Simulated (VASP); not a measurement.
Write the native input for VASP 6.6.1 that does the following.

```
Task                   : relaxation of shape and atoms at fixed volume
Functional             : PBE
Potentials or basis    : VASP PAW PBE potentials, release 64 (Sb)
Cutoff                 : 600 eV
k mesh                 : 18 × 18 × 18
Occupations            : gaussian, width 0.1 eV
Spin                   : no spin polarisation
Dipole correction      : no
Further INCAR settings : ALGO = Normal; EDIFF = 1e-06; IBRION = 2; EDIFFG = -0.01; NSW = 50; ISIF = 4
```

The structure of Sb lies in POSCAR:

```
Sb
1.0
    2.1244365108      1.2265439914      3.5880095276
   -2.1244365108      1.2265439914      3.5880095276
    0.0000000000     -2.4530879827      3.5880095276
Sb
2
Direct
    0.2378972104      0.2378972104      0.2378972104
    0.7621027896      0.7621027896      0.7621027896
```

One way to write it, as run:

INCAR

```
SYSTEM = Sb
PREC = Accurate ; ENCUT = 600
EDIFF = 1E-6 ; ISMEAR = 0
SIGMA = 0.1 ; LREAL = .False.
LASPH = .True. ; NELM = 100
ALGO = Normal ; ISIF = 4
LWAVE = .False. ; LCHARG = .False.
GGA = PE ; IBRION = 2
NSW = 50 ; EDIFFG = -0.01
```

KPOINTS

```
regular mesh
0
Gamma
  18 18 18
  0 0 0
```

Potentials or basis: VASP PAW PBE potentials, release 64 (Sb).

Launch:

```bash
$ cat potpaw_PBE.64/Sb/POTCAR > POTCAR
$ mpirun -np 1 vasp_std > vasp.out
```

It gave:

```
Energy gained by relaxing : 2.4 meV/atom
Ionic steps               : 7
Pressure after relaxing   : 5.9 GPa
Band gap on the k mesh    : zero (bands 5 and 6 overlap by 0.57 eV)
```

Caveat: spin-orbit coupling is left out, which moves the levels of the heavy elements.

It took 8.4 min on 1 thread of Intel(R) Xeon(R) Platinum 8488C (Sapphire Rapids) (shared host), peak memory 0.48 GiB.
